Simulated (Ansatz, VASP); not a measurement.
Two plane-wave programs on C

```xyz
2
Lattice="0.0000 1.7858 1.7858 1.7858 0.0000 1.7858 1.7858 1.7858 0.0000" Properties=species:S:1:pos:R:3 pbc="T T T"
C     0.0000    0.0000    0.0000
C     0.8929    0.8929    0.8929
```

Alike in both runs: task single point; functional PBE; k mesh 16 × 16 × 16; occupations gaussian, width 0.02 eV; no spin polarisation.

|  | VASP | Ansatz |
| --- | --- | --- |
| version | VASP 6.6.1 | Ansatz 0.2.0 |
| potentials or method | VASP PAW PBE potentials, release 64 (C), cutoff 600 eV | scalar-relativistic, plane waves, PAW |
| valence electrons in the cell | 8 | 8 |

VASP gave:

| Quantity | Value |
| --- | --- |
| gap on the k mesh at the Fermi level (eV) | 4.12 |
| least direct gap on the mesh (eV) | 5.58 |

Task: What did Ansatz give for the same quantities?

Result: gap on the k mesh at the Fermi level (eV): 4.13; least direct gap on the mesh (eV): 5.58.

The functional is the same, so the differences come from potentials, cutoffs and numerics.
